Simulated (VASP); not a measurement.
Input of a VASP 6.6.1 run:

Contents of INCAR:

```
ALGO     = Normal         # electronic algorithm
EDIFF    = 1E-7           # SCF threshold, eV
EDIFFG   = -0.04          # ionic threshold
ENCUT    = 600            # plane-wave cutoff, eV
GGA      = PE             # functional
IBRION   = 2              # ionic algorithm
ISIF     = 3              # what is computed and relaxed
ISMEAR   = 0              # smearing method
LASPH    = T              # aspherical terms in the spheres
LCHARG   = F              # write CHGCAR
LREAL    = F              # projectors in reciprocal space
LWAVE    = F              # write WAVECAR
NELM     = 100            # most SCF steps
NSW      = 90             # ionic steps
PREC     = Accurate       # precision mode
SIGMA    = 0.1            # smearing width, eV
```

Contents of KPOINTS:

```
k-points
0
Gamma
  4 4 4
```

Contents of POSCAR:

```
B3MoP4
1.0
    5.0555147100      0.0000000000      0.0000000000
    0.0000000000      5.0555147100      0.0000000000
    0.0000000000      0.0000000000      5.0555147100
B Mo P
3 1 4
Direct
    0.5000000000      0.0000000000      0.0000000000
    0.0000000000      0.5000000000      0.0000000000
    0.0000000000      0.0000000000      0.5000000000
    0.5000000000      0.5000000000      0.5000000000
    0.2904462700      0.2904462700      0.2904462700
    0.7095537300      0.7095537300      0.2904462700
    0.7095537300      0.2904462700      0.7095537300
    0.2904462700      0.7095537300      0.7095537300
```

Potentials or basis: VASP PAW PBE potentials, release 64 (B, Mo_sv, P).

Command:

```console
$ cat potpaw_PBE.64/B/POTCAR potpaw_PBE.64/Mo_sv/POTCAR potpaw_PBE.64/P/POTCAR > POTCAR
$ mpirun -np 1 vasp_std > vasp.out
```

Task: What does it give for the relaxed cell?

Result: a = 4.829 Å, b = 4.829 Å, c = 4.829 Å, α = 90.00°, β = 90.00°, γ = 90.00°.

Task: Predict the relaxed volume.

Result: 14.07 Å³/atom.

Final structure:
```
CELL_PARAMETERS angstrom
4.82882 0.00000 0.00000
0.00000 4.82882 0.00000
0.00000 0.00000 4.82882
ATOMIC_POSITIONS crystal
B 0.50000 0.00000 0.00000
B 0.00000 0.50000 0.00000
B 0.00000 0.00000 0.50000
Mo 0.50000 0.50000 0.50000
P 0.23006 0.23006 0.23006
P 0.76994 0.76994 0.23006
P 0.76994 0.23006 0.76994
P 0.23006 0.76994 0.76994
```

Caveat: an odd number of electrons without spin polarisation forces a metal; a magnetic or distorted state may lie lower.
